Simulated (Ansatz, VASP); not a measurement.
**Sn: VASP beside Ansatz**

The input INCAR:

```
SYSTEM = Sn
ALGO = Normal
EDIFF = 1E-6
EDIFFG = -0.01
ENCUT = 600
GGA = PE
IBRION = 2
ISIF = 3
ISMEAR = 0
LASPH = .True.
LCHARG = .False.
LREAL = .False.
LWAVE = .False.
NELM = 100
NSW = 100
PREC = Accurate
SIGMA = 0.1
```

File KPOINTS:

```
k-points
0
Gamma
  20 20 12
  0 0 0
```

POSCAR

```
Sn
1.0
    1.5581928916     -2.9091580841      0.0000000000
    1.5581928916      2.9091580841      0.0000000000
    0.0000000000      0.0000000000      4.5430687889
Sn
1
Direct
    0.0000000000      0.0000000000      0.0000000000
```

Input for Ansatz:

```yaml
crystal:
  lattice:
    - [1.5581928916, -2.9091580841, 0.0]
    - [1.5581928916, 2.9091580841, 0.0]
    - [0.0, 0.0, 4.5430687889]
  atoms:
    - { symbol: Sn, position: [0.0, 0.0, 0.0] }
basis:
  ecutwfc: 420
kpoints:
  mp_grid: { grid: [20, 20, 12] }
hamiltonian:
  xc: pbe
scf:
  occupations: { method: gaussian, width: 0.1 }
output:
  forces: true
  stress: true
  eigenvalues: true
relax:
  adjacent_minimum: "off"
  f_tol: 0.01
  max_steps: 80
  cell: { stress_tol: 0.05 }
```

Alike in both runs: task relaxation of cell and atoms; functional PBE; k mesh 20 × 20 × 12; occupations gaussian, width 0.1 eV; no spin polarisation.

|  | VASP | Ansatz |
| --- | --- | --- |
| version | VASP 6.6.1 | Ansatz 0.2.0 |
| potentials or method | VASP PAW PBE potentials, release 64 (Sn_d), cutoff 600 eV | scalar-relativistic, plane waves, PAW |
| valence electrons in the cell | 14 | 14 |

|  | VASP | Ansatz | Ansatz less VASP |
| --- | --- | --- | --- |
| gap on the k mesh at the Fermi level, each at its own relaxed structure (eV) | none | none | - |
| relaxed volume (Å³/atom) | 28.45 | 28.45 | +0.003 |
| relaxed cell length with the largest relative difference (Å) | 3.270 | 3.272 | +0.0017 |

A gap of «none» marks a metal or a gap that the smearing closes.

Noted on VASP's run: the volume moved by over 15 % at a fixed basis, so the end points are rough.
